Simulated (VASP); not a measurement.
# Ir (P6_3/mmc) in VASP: a series of runs, part 2 of 2

VASP 6.6.1. The steps go on from the part before.

## (3) Relaxation of cell and atoms, BLYP

This run uses another cell than the first one, of 14.63 Å³/atom, 1.064 times its volume.

Contents of INCAR:

```
PREC = Accurate ; ENCUT = 500
EDIFF = 1E-7 ; ISMEAR = -1
SIGMA = 0.05 ; LREAL = False
LASPH = True ; NELM = 120
ALGO = Normal ; ISIF = 3
LWAVE = False ; LCHARG = False
GGA = B5 ; ALDAX = 1.0
AGGAX = 1.0 ; AGGAC = 1.0
ALDAC = 0.0 ; IBRION = 2
NSW = 60 ; EDIFFG = -0.01
GGA_COMPAT = False ; NELMIN = 4
```

Contents of KPOINTS:

```
regular mesh
0
Gamma
  11 11 6
```

Contents of POSCAR:

```
Ir
1.0
    2.7513778946      0.0000000000      0.0000000000
   -1.3756889473      2.3827631521      0.0000000000
    0.0000000000      0.0000000000      4.4622900000
Ir
2
Direct
    0.3333333333      0.6666666667      0.2500000000
    0.6666666667      0.3333333333      0.7500000000
```

Potentials or basis: VASP PAW PBE potentials, release 64 (Ir_sv_GW).

Launch:

```
$ cat potpaw_PBE.64/Ir_sv_GW/POTCAR > POTCAR
$ mpirun -np 1 vasp_std > vasp.out
```

It took 4.9 min on 1 thread of Intel Xeon Platinum 8488C (Sapphire Rapids), shared host; peak memory 0.16 GiB.

The run converged. Its results:

```yaml
Free_energy: -15.9558 eV
Relaxed_volume: 15.25 Å³/atom
Relaxed_cell: a = 2.791 Å, b = 2.791 Å, c = 4.522 Å, α = 90.00°, β = 90.00°, γ = 120.00°
Space_group_after_relaxing_to_0.05_Å: P6_3/mmc (No. 194)
Energy_gained_by_relaxing: 26.2 meV/atom
Ionic_steps: 9
Pressure_after_relaxing: 0.0 GPa
Band_gap_on_the_k_mesh: zero (band 17 reaches 12.99 eV, above the bottom of band 18 at 10.18 eV)
```

The path:
| step | energy change (eV) | largest force (eV/Å) | pressure (GPa) | volume (Å³) |
| --- | --- | --- | --- | --- |
| 1 | 0.0000 | 0.0000 | 13.99 | 29.25 |
| 2 | 0.4056 | 0.0000 | -28.02 | 35.00 |
| 3 | -0.0522 | 0.0000 | -0.75 | 30.58 |
| 4 | -0.0524 | 0.0000 | -0.05 | 30.51 |
| 5 | -0.0524 | 0.0000 | 0.20 | 30.49 |
| 6 | -0.0524 | 0.0000 | 0.19 | 30.49 |
| 7 | -0.0524 | 0.0000 | 0.19 | 30.49 |
| 8 | -0.0524 | 0.0000 | -0.13 | 30.52 |
| 9 | -0.0524 | 0.0000 | -0.01 | 30.51 |

Final structure:
```
Ir
1.0
     2.79112    0.00000    0.00000
    -1.39556    2.41718    0.00000
     0.00000    0.00000    4.52203
Ir
2
Direct
  0.33333 0.66667 0.25000
  0.66667 0.33333 0.75000
```

Levels at points of the mesh, in eV from the Fermi level:
```tsv
k point	band 13	band 14	band 15	band 16	band 17	band 18	band 19	band 20	band 21
(0.00, 0.00, 0.00)	-3.42	-2.84	-2.84	-2.15	-2.15	-0.26	0.24	0.24	6.47
(0.00, 0.00, 0.50)	-3.53	-3.53	-3.53	-3.53	-0.44	-0.44	-0.44	-0.44	13.47
```

Caveat: the PAW data sets were made with another functional, which shifts forces and pressure a little; spin-orbit coupling is left out, which moves the levels of the heavy elements.

## (4) Single point, PBE

This run uses another cell than the first one, of 14.63 Å³/atom, 1.064 times its volume.

Contents of INCAR:

```
PREC = Accurate
ENCUT = 500
EDIFF = 1E-6
ISMEAR = -1
SIGMA = 0.05
LREAL = F
LASPH = T
NELM = 120
ALGO = Normal
ISIF = 2
LWAVE = F
LCHARG = T
GGA = PE
LELF = T
LVHAR = T
NBANDS = 24
GGA_COMPAT = F
```

Contents of KPOINTS:

```
Automatic mesh
0
Gamma
  18 18 10
```

POSCAR is that of step 3.

Launch:

```
$ cat potpaw_PBE.64/Ir_sv_GW/POTCAR > POTCAR
$ mpirun -np 1 vasp_std > vasp.out
```

Wall time 68 s (1 thread of AMD EPYC 9R14 (Zen 4), shared host); peak memory 0.21 GiB.

It converged, with:

- Free energy: -18.6846 eV
- Pressure: -4.7 GPa
- Band gap on the k mesh: zero (band 17 reaches 13.31 eV, above the bottom of band 18 at 10.14 eV)

Stress tensor (GPa, compression positive):
```
-4.61  0.00  0.00
 0.00 -4.61  0.00
 0.00  0.00 -4.97
```

Levels at points of the mesh, in eV from the Fermi level:
```tsv
k point	band 13	band 14	band 15	band 16	band 17	band 18	band 19	band 20	band 21	band 22
(0.00, 0.00, 0.00)	-3.67	-3.04	-3.04	-2.28	-2.28	-0.75	0.25	0.25	6.78	13.74
(0.50, 0.00, 0.00)	-3.42	-3.31	-2.86	0.67	0.91	1.07	2.84	4.26	7.98	10.00
(0.00, 0.00, 0.50)	-3.78	-3.78	-3.78	-3.78	-0.46	-0.46	-0.46	-0.46	13.15	13.15
(0.50, 0.00, 0.50)	-2.04	-2.04	-0.92	-0.92	0.91	0.91	1.96	1.96	7.38	7.38
```

Caveat: spin-orbit coupling is left out, which moves the levels of the heavy elements.

## (5) Single point, LDA

This run uses another cell than the first one, of 14.04 Å³/atom, 1.021 times its volume.

Contents of INCAR:

```
SYSTEM = Ir
ALGO = Normal
EDIFF = 1E-6
ENCUT = 500
GGA_COMPAT = .FALSE.
ISIF = 2
ISMEAR = -1
LASPH = .TRUE.
LCHARG = .TRUE.
LELF = .TRUE.
LREAL = .FALSE.
LVHAR = .TRUE.
LWAVE = .FALSE.
NBANDS = 24
NELM = 120
PREC = Accurate
SIGMA = 0.05
```

Contents of KPOINTS:

```
k-points
0
G
  11 11 6
  0 0 0
```

Contents of POSCAR:

```
Ir
1.0
    2.7141925539      0.0000000000      0.0000000000
   -1.3570962769      2.3505597024      0.0000000000
    0.0000000000      0.0000000000      4.4019813909
Ir
2
Direct
    0.3333333333      0.6666666667      0.2500000000
    0.6666666667      0.3333333333      0.7500000000
```

Potentials or basis: VASP PAW LDA potentials, release 64 (Ir_sv_GW).

Launch:

```
$ cat potpaw_LDA.64/Ir_sv_GW/POTCAR > POTCAR
$ mpirun -np 1 vasp_std > vasp.out
```

Run time: 14 s. Hardware: 1 thread of Intel Xeon 6975P-C (Granite Rapids), shared host; peak memory 0.15 GiB.

Results (log left out):

| Item | Value |
| --- | --- |
| Free energy | -21.6261 eV |
| Pressure | -5.4 GPa |
| Band gap on the k mesh | zero (band 17 reaches 13.92 eV, above the bottom of band 18 at 10.63 eV) |

Stress tensor (GPa, compression positive):
```
-5.33  0.00  0.00
 0.00 -5.33  0.00
 0.00  0.00 -5.62
```

Levels at points of the mesh, in eV from the Fermi level:
| k point | band 14 | band 15 | band 16 | band 17 | band 18 | band 19 | band 20 | band 21 |
| --- | --- | --- | --- | --- | --- | --- | --- | --- |
| (0.00, 0.00, 0.00) | -3.23 | -3.23 | -2.42 | -2.42 | -0.77 | 0.29 | 0.29 | 7.18 |
| (0.00, 0.00, 0.50) | -4.02 | -4.02 | -4.02 | -0.46 | -0.46 | -0.46 | -0.46 | 13.21 |

Caveat: spin-orbit coupling is left out, which moves the levels of the heavy elements.

## (6) Single point, r2SCAN (volume scaled by 1.04)

Contents of POSCAR:

```
Ir
1.0
    2.7875843874      0.0000000000      0.0000000000
   -1.3937921937      2.4141188946      0.0000000000
    0.0000000000      0.0000000000      4.5210110761
Ir
2
Direct
    0.3333333333      0.6666666667      0.2500000000
    0.6666666667      0.3333333333      0.7500000000
```

Contents of INCAR.step1:

```
SYSTEM = Ir
PREC     = Accurate       ! precision mode
ENCUT    = 550            ! plane-wave cutoff, eV
ISMEAR   = -1             ! smearing method
SIGMA    = 0.05           ! smearing width, eV
LREAL    = .False.        ! projectors in reciprocal space
LASPH    = .True.         ! aspherical terms in the spheres
NELM     = 120            ! most SCF steps
NBANDS   = 16             ! bands
GGA      = PE             ! functional
ALGO     = Normal         ! electronic algorithm
EDIFF    = 1E-5           ! SCF threshold, eV
LWAVE    = .True.         ! write WAVECAR
LCHARG   = .False.        ! write CHGCAR
GGA_COMPAT= .False.
```

Contents of INCAR.step2:

```
SYSTEM = Ir
PREC     = Accurate       ! precision mode
ENCUT    = 550            ! plane-wave cutoff, eV
EDIFF    = 1E-6           ! SCF threshold, eV
ISMEAR   = -1             ! smearing method
SIGMA    = 0.05           ! smearing width, eV
LREAL    = .False.        ! projectors in reciprocal space
LASPH    = .True.         ! aspherical terms in the spheres
NELM     = 120            ! most SCF steps
ALGO     = Normal         ! electronic algorithm
ISIF     = 2              ! what is computed and relaxed
LWAVE    = .False.        ! write WAVECAR
LCHARG   = .True.         ! write CHGCAR
METAGGA  = R2SCAN         ! meta-GGA
LMIXTAU  = .True.       
LELF     = .True.         ! ELF
LVHAR    = .True.       
NBANDS   = 16             ! bands
ISTART   = 1            
GGA_COMPAT= .False.
```

Contents of KPOINTS:

```
regular mesh
0
Gamma
  11 11 6
  0 0 0
```

Potentials or basis: VASP PAW PBE potentials, release 64 (Ir).

Launch:

```
$ cat potpaw_PBE.64/Ir/POTCAR > POTCAR
$ cp INCAR.step1 INCAR
$ mpirun -np 1 vasp_std > vasp.out
$ cp INCAR.step2 INCAR
$ mpirun -np 1 vasp_std > vasp.out
```

It took 62 s on 1 thread of Intel Xeon Platinum 8559C (Emerald Rapids), shared host; peak memory 0.18 GiB.

The run converged. Its results:

```yaml
Free_energy: -104.4338 eV
Pressure: -18.4 GPa
Band_gap_on_the_k_mesh: zero (band 9 reaches 9.93 eV, above the bottom of band 10 at 6.97 eV)
```

Stress tensor (GPa, compression positive):
```
-18.22   0.00   0.00
  0.00 -18.22   0.00
  0.00   0.00 -18.87
```

Levels at points of the mesh, in eV from the Fermi level:
| k point | band 7 | band 8 | band 9 | band 10 | band 11 | band 12 |
| --- | --- | --- | --- | --- | --- | --- |
| (0.00, 0.00, 0.00) | -2.95 | -2.22 | -2.22 | -0.57 | 0.26 | 0.26 |
| (0.00, 0.00, 0.50) | -3.68 | -3.68 | -0.45 | -0.45 | -0.45 | -0.45 |

Caveat: the cell differs from its parent crystal (volume scaled by 1.04); the PAW data sets were made with another functional, which shifts forces and pressure a little; spin-orbit coupling is left out, which moves the levels of the heavy elements.

## (7) The runs side by side

```csv
task,level,potentials or basis,cell,k mesh,cutoff (eV),second run,gap on the mesh (eV),pressure (GPa)
single point,LDA,"VASP PAW LDA potentials, release 64 (Ir_sv_GW)","a = 2.695, b = 2.695, c = 4.371 Å, angles 90.0, 90.0, 120.0°, 2 atoms",11 × 11 × 6,500,valence_matched,none,3.0
relaxation of cell and atoms,BLYP,"VASP PAW PBE potentials, release 64 (Ir_sv_GW)","relaxed from a = 2.751, b = 2.751, c = 4.462 Å, angles 90.0, 90.0, 120.0°, 2 atoms",11 × 11 × 6,500,valence_matched,none,0.0
single point,PBE,"VASP PAW PBE potentials, release 64 (Ir_sv_GW)","a = 2.751, b = 2.751, c = 4.462 Å, angles 90.0, 90.0, 120.0°, 2 atoms",18 × 18 × 10,500,valence_matched,none,-4.7
single point,LDA,"VASP PAW LDA potentials, release 64 (Ir_sv_GW)","a = 2.714, b = 2.714, c = 4.402 Å, angles 90.0, 90.0, 120.0°, 2 atoms",11 × 11 × 6,500,valence_matched,none,-5.4
single point,r2SCAN,"VASP PAW PBE potentials, release 64 (Ir)","a = 2.788, b = 2.788, c = 4.521 Å, angles 90.0, 90.0, 120.0°, 2 atoms",11 × 11 × 6,550,-,none,-18.4
```

Alike in all rows: no spin polarisation; smearing fermi-dirac 0.05 eV.

Caveats: spin-orbit coupling is left out, which moves the levels of the heavy elements; the PAW data sets were made with another functional, which shifts forces and pressure a little (some runs).

Total energies depend on the potentials used, so only differences within one code and one set of settings carry meaning.
